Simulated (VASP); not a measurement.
# HoNbTe3 (P4/mmm) in VASP: single point with PBE

Aim: the single point of HoNbTe3 with PBE.

Program: VASP 6.6.1. These are calculated values, not measurements. Logs are shortened: lines on timing, memory, paths and dates and some standing lists are left out, and cuts for length are marked.

## Step 1: The cell of the first run

Symmetry: P4/mmm, No. 123, tetragonal system. The conventional cell has a = 3.905 Å, b = 3.905 Å, c = 9.603 Å, α = 90.00°, β = 90.00°, γ = 90.00°. Ho (site symmetry 4/mmm) has 6 Te at 2.76 to 3.19 Å within 3.6 Å. Within 4.2 Å of Nb (site symmetry 4/mmm) lie 8 Te at 3.20 Å and 4 Nb at 3.91 Å. Te (site symmetry 4mm) has 1 Ho at 3.19 Å and 4 Nb at 3.20 Å and 9 Te at 3.22 to 4.22 Å within 4.3 Å. Within 3.6 Å of Te (site symmetry 4/mmm) lie 4 Ho at 2.76 Å.

The cell was generated, and may not be a known phase.

## Step 2: Single point, PBE, collinear spin

Input file INCAR:

```
SYSTEM = HoNbTe3
ALGO = All ; EDIFF = 1E-6
ENCUT = 690 ; GGA = PE
GGA_COMPAT = .FALSE. ; ISEARCH = 1
ISIF = 2 ; ISMEAR = 0
ISPIN = 2 ; KPAR = 4
LASPH = .TRUE. ; LCHARG = .TRUE.
LMAXMIX = 6 ; LORBIT = 11
LREAL = .FALSE. ; LVHAR = .TRUE.
LWAVE = .FALSE. ; MAGMOM = 0 1 0 0 0
NBANDS = 38 ; NELM = 300
PREC = Accurate ; SIGMA = 0.1
```

Input file KPOINTS:

```
k-points
0
G
  4 4 2
  0 0 0
```

Input file POSCAR:

```
HoNbTe3
1.0
    3.9050015922      0.0000000000      0.0000000000
    0.0000000000      3.9050015922      0.0000000000
    0.0000000000      0.0000000000      9.6025127096
Ho Nb Te
1 1 3
Direct
    0.5000000000      0.5000000000      0.0000000000
    0.0000000000      0.0000000000      0.5000000000
    0.5000000000      0.5000000000      0.3324792162
    0.5000000000      0.5000000000      0.6675207838
    0.0000000000      0.0000000000      0.0000000000
```

Potentials or basis: VASP PAW PBE potentials, release 64 (Ho, Nb_sv, Te).

Run with:

```console
$ cat potpaw_PBE.64/Ho/POTCAR potpaw_PBE.64/Nb_sv/POTCAR potpaw_PBE.64/Te/POTCAR > POTCAR
$ mpirun -np 4 vasp_std > vasp.out
```

OUTCAR:

```text
SYSTEM = HoNbTe3
   EDIFF = 1E-6
   ENCUT = 690
   GGA = PE
   ISIF = 2
   ISMEAR = 0
   ISPIN = 2
   LASPH = .TRUE.
   LORBIT = 11
   LREAL = .FALSE.
   NELM = 300
   PREC = Accurate

 ion  position               nearest neighbor table
   1  0.500  0.500  0.000-   5 2.76   5 2.76   5 2.76   5 2.76   3 3.19   4 3.19
   2  0.000  0.000  0.500-   3 3.20   4 3.20   3 3.20   4 3.20   3 3.20   4 3.20   3 3.20   4 3.20

   3  0.500  0.500  0.332-   1 3.19   2 3.20   2 3.20   2 3.20   2 3.20   4 3.22
   4  0.500  0.500  0.668-   1 3.19   2 3.20   2 3.20   2 3.20   2 3.20   3 3.22
   5  0.000  0.000  0.000-   1 2.76   1 2.76   1 2.76   1 2.76

  LATTYP: Found a simple tetragonal cell.
 ALAT       =     3.9050015922
 C/A-ratio  =     2.4590291407

  Lattice vectors:

 A1 = (   3.9050015922,   0.0000000000,   0.0000000000)
 A2 = (   0.0000000000,   3.9050015922,   0.0000000000)
 A3 = (   0.0000000000,   0.0000000000,   9.6025127096)

Analysis of symmetry for initial positions (statically):
=====================================================================
 Subroutine PRICEL returns:
 Original cell was already a primitive cell.

 Routine SETGRP: Setting up the symmetry group for a
 simple tetragonal supercell.

 Subroutine GETGRP returns: Found 16 space group operations
 (whereof 16 operations were pure point group operations)
 out of a pool of 16 trial point group operations.

The static configuration has the point symmetry D_4h.

Analysis of symmetry for dynamics (positions and initial velocities):
=====================================================================
 Subroutine PRICEL returns:
 Original cell was already a primitive cell.

 Routine SETGRP: Setting up the symmetry group for a
 simple tetragonal supercell.

 Subroutine GETGRP returns: Found 16 space group operations
 (whereof 16 operations were pure point group operations)
 out of a pool of 16 trial point group operations.

The dynamic configuration has the point symmetry D_4h.

Analysis of structural, dynamic, and magnetic symmetry:
=====================================================================
 Subroutine PRICEL returns:
 Original cell was already a primitive cell.

 Routine SETGRP: Setting up the symmetry group for a
 simple tetragonal supercell.

[... 126 lines left out ...]
   LEPSILON=     F    determine dielectric tensor
   LRPA    =     F    only Hartree local field effects (RPA)
 spin polarized calculation
 Gauss-broadening in eV      SIGMA  =   0.10
  energy-cutoff  :      690.00
  volume of cell :      146.43
 maximum number of plane-waves:      6061
 NGX is ok and might be reduce to    36
   NGX = 17   NGY = 17   NGZ = 41

 number of electron      51.9999999 magnetization       4.7630153

 Free energy of the ion-electron system (eV)
  ---------------------------------------------------
  ext. energy  EPLUGINS =         0.00000000
  ---------------------------------------------------
  free energy    TOTEN  =       -27.82577385 eV

  energy without entropy =      -27.78731149  energy(sigma->0) =      -27.80654267

 E-fermi :   6.2411     XC(G=0):  -9.8401

 val. band max:        6.2130195187   @ k =   0.2500   0.2500   0.5000
 cond. band min:       6.2426992743   @ k =   0.5000   0.0000   0.0000
 fundamental gap:      0.0296797556
 Fermi energy:         6.2410909065

 spin component 1

 k-point     1 :       0.0000    0.0000    0.0000
  band No.  band energies     occupation
      1     -49.9399      1.00000
      2     -42.0453      1.00000
      3     -26.0015      1.00000
      4     -25.9647      1.00000
      5     -25.9647      1.00000
      6     -17.0608      1.00000
[... 481 lines left out ...]
     37      10.0829      0.00000
     38      11.2988      0.00000
 Fermi energy:         6.2410909065

 spin component 2

 k-point     1 :       0.0000    0.0000    0.0000
  band No.  band energies     occupation
      1     -49.3015      1.00000
      2     -40.4225      1.00000
      3     -25.3527      1.00000
      4     -25.3527      1.00000
      5     -25.0347      1.00000
      6     -15.9329      1.00000
[... 481 lines left out ...]
     37      10.5299      0.00000
     38      11.6505      0.00000

------------------------ aborting loop because EDIFF is reached ----------------------------------------

  FORCE on cell =-STRESS in cart. coord.  units (eV):
  Direction    XX          YY          ZZ          XY          YZ          ZX
  --------------------------------------------------------------------------------------
  -------------------------------------------------------------------------------------
  Total        1.4777354      1.4777354      0.4916109      0.0000000     -0.0000000     -0.0000000
  in kB       16.1688804     16.1688804      5.3790398      0.0000000     -0.0000000     -0.0000000
  external PRESSURE =      12.5722668 kB  Pullay stress =       0.0000000 kB

 VOLUME and BASIS-vectors are now :
 -----------------------------------------------------------------------------
  energy-cutoff  :      690.00
  volume of cell :      146.43
      direct lattice vectors                 reciprocal lattice vectors
     3.905001592  0.000000000  0.000000000     0.256081842  0.000000000  0.000000000
     0.000000000  3.905001592  0.000000000     0.000000000  0.256081842  0.000000000
     0.000000000  0.000000000  9.602512710     0.000000000  0.000000000  0.104139409

 POSITION                                       TOTAL-FORCE (eV/Angst)
 -----------------------------------------------------------------------------------
      1.95250      1.95250      0.00000         0.000000      0.000000      0.000000
      0.00000      0.00000      4.80126         0.000000      0.000000      0.000000
      1.95250      1.95250      3.19264         0.000000      0.000000      0.207223
      1.95250      1.95250      6.40988        -0.000000     -0.000000     -0.207223
      0.00000      0.00000      0.00000         0.000000      0.000000      0.000000
 -----------------------------------------------------------------------------------
    total drift:                                0.000000      0.000000     -0.000000

  FREE ENERGIE OF THE ION-ELECTRON SYSTEM (eV)
  ---------------------------------------------------
  free  energy   TOTEN  =       -27.8257738455 eV

  energy  without entropy=      -27.7873232865  energy(sigma->0) =      -27.80654857

 total charge

# of ion       s       p       d       f       tot
--------------------------------------------------
    1        2.072   5.781   0.580  10.232  18.664
    2        2.102   5.934   2.367   0.000  10.403
    3        1.375   1.928   0.034   0.000   3.337
    4        1.375   1.928   0.034   0.000   3.337
    5        1.361   2.251   0.035   0.000   3.647
--------------------------------------------------
tot          8.284  17.822   3.051  10.232  39.388

 magnetization (x)

# of ion       s       p       d       f       tot
--------------------------------------------------
    1        0.003  -0.025   0.029   3.590   3.597
    2        0.017   0.007   0.914   0.000   0.938
    3       -0.003  -0.088   0.004   0.000  -0.087
    4       -0.003  -0.088   0.004   0.000  -0.087
    5       -0.001   0.016   0.001   0.000   0.016
--------------------------------------------------
tot          0.012  -0.179   0.953   3.590   4.377
```

It took 7.3 min on 4 MPI ranks of Intel Xeon 6975P-C (Granite Rapids), shared host; peak memory 0.67 GiB.

What came out:

* Free energy: -27.8258 eV
* Pressure: 1.3 GPa
* Largest force: 0.207 eV/Å
* Net moment: 4.76 μB per cell
* Site moments: Ho +3.60; Nb +0.94; Te -0.09, +0.02 (each value once) μB
* Valence electrons inside the program's atomic spheres: Ho 18.66; Nb 10.40; Te 3.34, 3.65 (each value once)

Forces on the atoms (eV/Å):
```
Ho   0.000  0.000  0.000
Nb   0.000  0.000  0.000
Te   0.000  0.000  0.207
Te   0.000  0.000 -0.207
Te   0.000  0.000  0.000
```

Stress tensor (GPa, compression positive):
```
1.62 0.00 0.00
0.00 1.62 0.00
0.00 0.00 0.54
```

Levels at points of the mesh, in eV from the Fermi level:
Spin up:
```
           k point  band 24  band 25  band 26  band 27  band 28  band 29  band 30  band 31  band 32  band 33
(0.00, 0.00, 0.00)    -1.27    -1.27    -0.59    -0.50    -0.30    -0.30    -0.11     0.20     1.75     1.75
(0.50, 0.00, 0.00)    -2.45    -2.00    -1.53    -1.25    -0.22     0.09     0.62     1.17     2.19     3.22
(0.50, 0.50, 0.00)    -2.32    -2.32    -1.34    -0.83     0.08     0.43     0.43     0.85     1.36     1.65
(0.00, 0.00, 0.50)    -1.76    -1.26    -1.26    -0.51    -0.39    -0.38    -0.38    -0.11     2.17     2.18
(0.50, 0.00, 0.50)    -2.59    -2.49    -1.89    -0.99    -0.21     0.20     0.65     0.95     1.91     3.85
(0.50, 0.50, 0.50)    -2.34    -2.34    -1.57    -0.94    -0.40     0.75     0.75     0.85     1.72     1.76
```
Spin down:
| k point | band 19 | band 20 | band 21 | band 22 | band 23 | band 24 | band 25 | band 26 | band 27 | band 28 |
| --- | --- | --- | --- | --- | --- | --- | --- | --- | --- | --- |
| (0.00, 0.00, 0.00) | -1.08 | -1.08 | -0.84 | -0.75 | -0.75 | -0.41 | -0.31 | 0.58 | 0.59 | 0.75 |
| (0.50, 0.00, 0.00) | -1.39 | -0.96 | -0.86 | -0.85 | -0.35 | 0.00 | 0.10 | 0.12 | 0.19 | 0.44 |
| (0.50, 0.50, 0.00) | -1.94 | -0.85 | -0.85 | -0.45 | -0.21 | 0.08 | 0.08 | 0.44 | 0.50 | 0.69 |
| (0.00, 0.00, 0.50) | -1.30 | -1.23 | -1.23 | -0.84 | -0.75 | -0.75 | -0.32 | 0.33 | 0.58 | 0.59 |
| (0.50, 0.00, 0.50) | -1.74 | -0.94 | -0.87 | -0.86 | 0.03 | 0.04 | 0.07 | 0.18 | 0.19 | 0.44 |
| (0.50, 0.50, 0.50) | -1.98 | -0.95 | -0.85 | -0.85 | -0.50 | 0.07 | 0.07 | 0.23 | 0.69 | 0.85 |

Caveat: the k points lie up to 0.40 Å⁻¹ apart; the magnetic or orbital state may not be the lowest; spin-orbit coupling is left out, which moves the levels of the heavy elements; semilocal functionals describe open f shells poorly, which spoils levels, moments and volumes.
